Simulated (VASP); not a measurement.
Crystal: AgCl.

```
CELL_PARAMETERS angstrom
0.00000 2.69804 2.69804
2.69804 0.00000 2.69804
2.69804 2.69804 0.00000
ATOMIC_POSITIONS crystal
Ag 0.00000 0.00000 0.00000
Cl 0.50000 0.50000 0.50000
```

Base run:

| Quantity | Value |
| --- | --- |
| Program | VASP 6.6.1 |
| Functional | PBEsol |
| Potentials or basis | VASP PAW PBE potentials, release 64 (Ag, Cl) |
| Cutoff | 520 eV |
| k mesh | 8 × 8 × 8 |
| Occupations | fermi-dirac, width 0.05 eV |
| Spin | no spin polarisation |

Its results: band gap on the k mesh 0.72 eV (least direct gap 3.33 eV); pressure 1.6 GPa.

The run is repeated on the same cell with these changes: functional from PBEsol to LDA; potentials or basis from VASP PAW PBE potentials, release 64 (Ag, Cl) to VASP PAW LDA potentials, release 64 (Ag, Cl). What comes out?

Band gap on the k mesh 0.65 eV (least direct gap 3.27 eV); pressure -1.5 GPa.

Caveats: the PAW data sets were made with another functional, which shifts forces and pressure a little (at least some runs).

A k mesh can miss the band edges.
